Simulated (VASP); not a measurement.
# KF in VASP: a series of runs

KF is run at these levels: PBE; tasks: single point.

Everything below comes from runs of VASP 6.6.1. Logs are shortened: lines on timing, memory, paths and dates and some standing lists are left out, and cuts for length are marked.

## 1. The cell of the first run

The structure is trigonal, space group R-3m (No. 166). Conventional cell: a = 3.685 Å, b = 3.685 Å, c = 9.400 Å, α = 90.00°, β = 90.00°, γ = 120.00°. Within 3.5 Å of K (site symmetry -3m) lie 6 F at 2.64 Å. F (site symmetry -3m) has 6 K at 2.64 Å within 3.5 Å.

## 2. Single point, PBE (epitaxial 111 strain -2.0%)

File INCAR:

```
  PREC = Accurate
  ENCUT = 520
  EDIFF = 1E-6
  ISMEAR = 0
  SIGMA = 0.01
  LREAL = False
  LASPH = True
  NELM = 80
  ALGO = Normal
  ISIF = 2
  LWAVE = False
  LCHARG = False
  GGA = PE
  NBANDS = 15
```

File KPOINTS:

```
Automatic mesh
0
Gamma
  4 4 4
```

File POSCAR:

```
KF
1.0
    0.0718561426      2.6776374869      2.6776374869
    2.6776374869      0.0718561426      2.6776374869
    2.6776374869      2.6776374869      0.0718561426
K F
1 1
Direct
    0.0000000000      0.0000000000      0.0000000000
    0.5000000000      0.5000000000      0.5000000000
```

Potentials or basis: VASP PAW PBE potentials, release 64 (K_sv, F).

Run with:

```bash
cat potpaw_PBE.64/K_sv/POTCAR potpaw_PBE.64/F/POTCAR > POTCAR
mpirun -np 1 vasp_std > vasp.out
```

OUTCAR:

```text
PREC = Accurate
   ENCUT = 520
   EDIFF = 1E-6
   ISMEAR = 0
   LREAL = False
   LASPH = True
   NELM = 80
   ISIF = 2
   GGA = PE

 ion  position               nearest neighbor table
   1  0.000  0.000  0.000-   2 2.64   2 2.64   2 2.64   2 2.64   2 2.64   2 2.64
   2  0.500  0.500  0.500-   1 2.64   1 2.64   1 2.64   1 2.64   1 2.64   1 2.64

  LATTYP: Found a trigonal (rhomboedric) cell.
 ALAT       =     3.7874329470
 COS(alpha) =     0.5266460174

  Lattice vectors:

 A1 = (   0.0718561426,   2.6776374869,   2.6776374869)
 A2 = (   2.6776374869,   0.0718561426,   2.6776374869)
 A3 = (   2.6776374869,   2.6776374869,   0.0718561426)

Analysis of symmetry for initial positions (statically):
=====================================================================
 Subroutine PRICEL returns:
 Original cell was already a primitive cell.

 Routine SETGRP: Setting up the symmetry group for a
 trigonal (rhombohedral) supercell.

 Subroutine GETGRP returns: Found 12 space group operations
 (whereof 12 operations were pure point group operations)
 out of a pool of 12 trial point group operations.

The static configuration has the point symmetry D_3d.

Analysis of symmetry for dynamics (positions and initial velocities):
=====================================================================
 Subroutine PRICEL returns:
 Original cell was already a primitive cell.

 Routine SETGRP: Setting up the symmetry group for a
 trigonal (rhombohedral) supercell.

 Subroutine GETGRP returns: Found 12 space group operations
 (whereof 12 operations were pure point group operations)
 out of a pool of 12 trial point group operations.

The dynamic configuration has the point symmetry D_3d.

 Subroutine INISYM returns: Found 12 space group operations
 (whereof 12 operations are pure point group operations),
 and found     1 'primitive' translations

----------------------------------------------------------------------------------------

                                     Primitive cell

  volume of cell :      36.8507

  direct lattice vectors                    reciprocal lattice vectors
     0.071856143  2.677637487  2.677637487    -0.194421564  0.189340489  0.189340489
     2.677637487  0.071856143  2.677637487     0.189340489 -0.194421564  0.189340489
     2.677637487  2.677637487  0.071856143     0.189340489  0.189340489 -0.194421564

  length of vectors
     3.787432947  3.787432947  3.787432947     0.330906915  0.330906915  0.330906915

  position of ions in fractional coordinates (direct lattice)
     0.000000000  0.000000000  0.000000000
[... 77 lines left out ...]
   NELECT =      16.0000    total number of electrons
   NUPDOWN=      -1.0000    fix difference up-down
   EMIN   =  10.00;   EMAX   =-10.00  energy-range for DOS
   EFERMI =   0.00;   METHOD = LEGACY
   ISMEAR =     0;   SIGMA  =   0.01  broadening in eV -4-tet -1-fermi 0-gaus
   EFERMI_NEDOS =   21; number of points for ismear=-14 and -15
   IALGO  =     38    algorithm
   IMIX   =      4    mixing-type and parameters
     AMIX     =   0.40;   BMIX     =  1.00
     AMIX_MAG =   1.60;   BMIX_MAG =  1.00
  volume/ion in A,a.u.               =      18.43       124.34
  Fermi-wavevector in a.u.,A,eV,Ry     =   1.239651  2.342601 20.908541  1.536734
  Thomas-Fermi vector in A             =   2.374125
   LORBIT       =      0    0 simple, 1 ext, 2 COOP (PROOUT), +10 PAW based schemes
   GGA     = PE    functional components
   LHFCALC =     F    Hartree Fock is set to
   AEXX    =    0.0000 exact exchange contribution
   IVDW    =     0    specifies the selected vdW correction
   LEPSILON=     F    determine dielectric tensor
   LRPA    =     F    only Hartree local field effects (RPA)
 non-spin polarized calculation
 Gauss-broadening in eV      SIGMA  =   0.01
  energy-cutoff  :      520.00
  volume of cell :       36.85
 maximum number of plane-waves:      1002
   NGX = 15   NGY = 15   NGZ = 15

 number of electron      16.0000008 magnetization

 Free energy of the ion-electron system (eV)
  ---------------------------------------------------
  ext. energy  EPLUGINS =         0.00000000
  ---------------------------------------------------
  free energy    TOTEN  =        -8.26827070 eV

  energy without entropy =       -8.26827070  energy(sigma->0) =       -8.26827070

 E-fermi :  -2.6100     XC(G=0):  -8.5634

 val. band max:       -2.6892441222   @ k =   0.0000   0.0000   0.0000
 cond. band min:       3.6389992187   @ k =   0.0000   0.0000   0.0000
 fundamental gap:      6.3282433409
 Fermi energy:        -2.6099966656

 k-point     1 :       0.0000    0.0000    0.0000
  band No.  band energies     occupation
      1     -28.7601      2.00000
      2     -21.3798      2.00000
      3     -11.9971      2.00000
      4     -11.9747      2.00000
      5     -11.9747      2.00000
      6      -2.7302      2.00000
      7      -2.6892      2.00000
      8      -2.6892      2.00000
      9       3.6390      0.00000
     10       7.7990      0.00000
     11       8.1930      0.00000
     12       8.1930      0.00000
     13       9.7962      0.00000
     14       9.7962      0.00000
[... 203 lines left out ...]
      2     -21.4973      2.00000
      3     -12.2270      2.00000
      4     -12.0026      2.00000
      5     -12.0026      2.00000
      6      -3.5356      2.00000
      7      -3.0280      2.00000
      8      -3.0280      2.00000
      9       6.3978      0.00000
     10       8.0438      0.00000
     11       9.4657      0.00000
     12       9.4657      0.00000
     13      11.7903      0.00000
     14      11.7903      0.00000
     15      13.5746      0.00000

------------------------ aborting loop because EDIFF is reached ----------------------------------------

  FORCE on cell =-STRESS in cart. coord.  units (eV):
  Direction    XX          YY          ZZ          XY          YZ          ZX
  --------------------------------------------------------------------------------------
  -------------------------------------------------------------------------------------
  Total        0.6323103      0.6323103      0.6323103     -0.0854477     -0.0854477     -0.0854477
  in kB       27.4912573     27.4912573     27.4912573     -3.7150507     -3.7150507     -3.7150507
  external PRESSURE =      27.4912573 kB  Pullay stress =       0.0000000 kB

 VOLUME and BASIS-vectors are now :
 -----------------------------------------------------------------------------
  energy-cutoff  :      520.00
  volume of cell :       36.85
      direct lattice vectors                 reciprocal lattice vectors
     0.071856143  2.677637487  2.677637487    -0.194421564  0.189340489  0.189340489
     2.677637487  0.071856143  2.677637487     0.189340489 -0.194421564  0.189340489
     2.677637487  2.677637487  0.071856143     0.189340489  0.189340489 -0.194421564

 POSITION                                       TOTAL-FORCE (eV/Angst)
 -----------------------------------------------------------------------------------
      0.00000      0.00000      0.00000        -0.000000      0.000000     -0.000000
      2.71357      2.71357      2.71357         0.000000     -0.000000      0.000000
 -----------------------------------------------------------------------------------
    total drift:                                0.000000      0.000000      0.000000

  FREE ENERGIE OF THE ION-ELECTRON SYSTEM (eV)
  ---------------------------------------------------
  free  energy   TOTEN  =        -8.2682707050 eV

  energy  without entropy=       -8.2682707050  energy(sigma->0) =       -8.26827070
```

OSZICAR:

```text
N       E                     dE             d eps       ncg     rms          rms(c)
DAV:   1     0.115844861309E+03    0.11584E+03   -0.82591E+03   390   0.105E+03
DAV:   2    -0.496965700540E+01   -0.12081E+03   -0.10782E+03   525   0.286E+02
DAV:   3    -0.940217346814E+01   -0.44325E+01   -0.44108E+01   488   0.501E+01
DAV:   4    -0.952116812170E+01   -0.11899E+00   -0.11898E+00   547   0.748E+00
DAV:   5    -0.952357325806E+01   -0.24051E-02   -0.24051E-02   491   0.844E-01    0.638E+00
DAV:   6    -0.829668873505E+01    0.12269E+01   -0.34767E+00   397   0.151E+01    0.423E+00
DAV:   7    -0.827022550438E+01    0.26463E-01   -0.65769E-02   467   0.221E+00    0.239E+00
DAV:   8    -0.826608359669E+01    0.41419E-02   -0.48567E-02   439   0.219E+00    0.187E-01
DAV:   9    -0.826761665222E+01   -0.15331E-02   -0.37412E-03   488   0.511E-01    0.127E-01
DAV:  10    -0.826814137452E+01   -0.52472E-03   -0.43574E-04   425   0.179E-01    0.595E-02
DAV:  11    -0.826827107129E+01   -0.12970E-03   -0.12890E-04   446   0.948E-02    0.201E-02
DAV:  12    -0.826827063241E+01    0.43888E-06   -0.10485E-05   489   0.324E-02    0.424E-03
DAV:  13    -0.826827070497E+01   -0.72559E-07   -0.20685E-06   446   0.128E-02
   1 F= -.82682707E+01 E0= -.82682707E+01  d E =-.937323E-31
```

Run time: 4.2 s. Hardware: 1 thread of Intel Xeon 6975P-C (Granite Rapids), shared host; peak memory 0.15 GiB.

Results:

| Property | Result |
| --- | --- |
| Free energy | -8.2683 eV |
| Pressure | 2.7 GPa |
| Band gap on the k mesh | 6.33 eV, direct |

Levels at points of the mesh, in eV from the valence-band top:
```csv
k point,band 6,band 7,band 8,band 9,band 10,band 11
"(0.00, 0.00, 0.00)",-0.04,0.00,0.00,6.33,10.49,10.88
"(0.50, 0.00, 0.00)",-0.85,-0.44,-0.37,9.22,10.89,12.05
"(0.50, 0.50, 0.00)",-0.21,-0.08,-0.05,8.21,10.47,12.08
"(0.50, 0.50, 0.50)",-0.85,-0.34,-0.34,9.09,10.73,12.15
```

Caveat: the k points lie up to 0.52 Å⁻¹ apart; the cell differs from its parent crystal (epitaxial 111 strain -2.0%).

## 3. Single point, PBE (uniaxial x strain +0.5%)

File INCAR:

```
PREC = Accurate ; ENCUT = 520
EDIFF = 1E-7 ; ISMEAR = 0
SIGMA = 0.01 ; LREAL = False
LASPH = True ; NELM = 100
ALGO = Normal ; ISIF = 2
LWAVE = False ; LCHARG = False
GGA = PE ; NBANDS = 15
```

KPOINTS is that of step 2.

File POSCAR:

```
KF
1.0
    0.0000000000      2.6589605554      2.6589605554
    2.6722553582      0.0000000000      2.6589605554
    2.6722553582      2.6589605554      0.0000000000
K F
1 1
Direct
    0.0000000000      0.0000000000      0.0000000000
    0.5000000000      0.5000000000      0.5000000000
```

Potentials or basis: VASP PAW PBE potentials, release 64 (K_sv, F).

Run with:

```bash
cat potpaw_PBE.64/K_sv/POTCAR potpaw_PBE.64/F/POTCAR > POTCAR
mpirun -np 1 vasp_std > vasp.out
```

Wall time 4.4 s (1 thread of Intel Xeon 6975P-C (Granite Rapids), shared host); peak memory 0.15 GiB.

It converged, with:

- Free energy: -8.2859 eV
- Pressure: 1.8 GPa
- Band gap on the k mesh: 6.21 eV, direct

Stress tensor (GPa, compression positive):
```
1.57 0.00 0.00
0.00 1.87 0.00
0.00 0.00 1.87
```

Levels at points of the mesh, in eV from the valence-band top:
```csv
k point,band 6,band 7,band 8,band 9,band 10,band 11
"(0.00, 0.00, 0.00)",-0.01,0.00,0.00,6.21,10.68,10.71
"(0.50, 0.00, 0.00)",-0.81,-0.36,-0.36,9.11,10.67,12.10
"(0.50, 0.50, 0.00)",-0.21,-0.06,-0.05,8.20,10.36,11.90
"(0.00, 0.50, 0.50)",-0.22,-0.05,-0.05,8.22,10.35,11.85
```

Caveat: the k points lie up to 0.51 Å⁻¹ apart; the cell differs from its parent crystal (uniaxial x strain +0.5%).

## 4. Single point, PBE (strain along [111] -5.0%)

File INCAR:

```
ALGO     = Normal         # electronic algorithm
EDIFF    = 1E-6           # SCF threshold, eV
ENCUT    = 520            # plane-wave cutoff, eV
GGA      = PE             # functional
ISIF     = 2              # what is computed and relaxed
ISMEAR   = 0              # smearing method
LASPH    = True           # aspherical terms in the spheres
LCHARG   = False          # write CHGCAR
LREAL    = False          # projectors in reciprocal space
LWAVE    = False          # write WAVECAR
NBANDS   = 15             # bands
NELM     = 100            # most SCF steps
PREC     = Accurate       # precision mode
SIGMA    = 0.01           # smearing width, eV
```

File KPOINTS:

```
k-points
0
Gamma
  4 4 4
```

File POSCAR:

```
KF
1.0
   -0.0886320185      2.5703285369      2.5703285369
    2.5703285369     -0.0886320185      2.5703285369
    2.5703285369      2.5703285369     -0.0886320185
K F
1 1
Direct
    0.0000000000      0.0000000000      0.0000000000
    0.5000000000      0.5000000000      0.5000000000
```

Run with:

```bash
cat potpaw_PBE.64/K_sv/POTCAR potpaw_PBE.64/F/POTCAR > POTCAR
mpirun -np 1 vasp_std > vasp.out
```

Run time: 4.1 s. Hardware: 1 thread of Intel Xeon 6975P-C (Granite Rapids), shared host; peak memory 0.15 GiB.

Results (log left out):

| Item | Value |
| --- | --- |
| Free energy | -8.2413 eV |
| Pressure | 4.1 GPa |
| Band gap on the k mesh | 6.48 eV, direct |

Stress tensor (GPa, compression positive):
```
4.14 0.35 0.35
0.35 4.14 0.35
0.35 0.35 4.14
```

Levels at points of the mesh, in eV from the valence-band top:
| k point | band 4 | band 5 | band 6 | band 7 | band 8 | band 9 | band 10 | band 11 | band 12 | band 13 |
| --- | --- | --- | --- | --- | --- | --- | --- | --- | --- | --- |
| (0.00, 0.00, 0.00) | -9.22 | -9.19 | -0.04 | -0.04 | 0.00 | 6.48 | 10.62 | 10.62 | 11.20 | 12.60 |
| (0.50, 0.00, 0.00) | -9.24 | -9.23 | -0.90 | -0.45 | -0.37 | 9.26 | 11.02 | 12.07 | 12.58 | 14.59 |
| (0.50, 0.50, 0.00) | -9.49 | -9.43 | -0.21 | -0.09 | -0.05 | 8.21 | 10.62 | 12.32 | 13.88 | 14.53 |
| (0.50, 0.50, 0.50) | -9.27 | -9.27 | -0.90 | -0.50 | -0.50 | 9.41 | 11.24 | 12.41 | 12.41 | 14.74 |

Caveat: the k points lie up to 0.51 Å⁻¹ apart; the cell differs from its parent crystal (strain along [111] -5.0%).

[end of part 1 of 2]
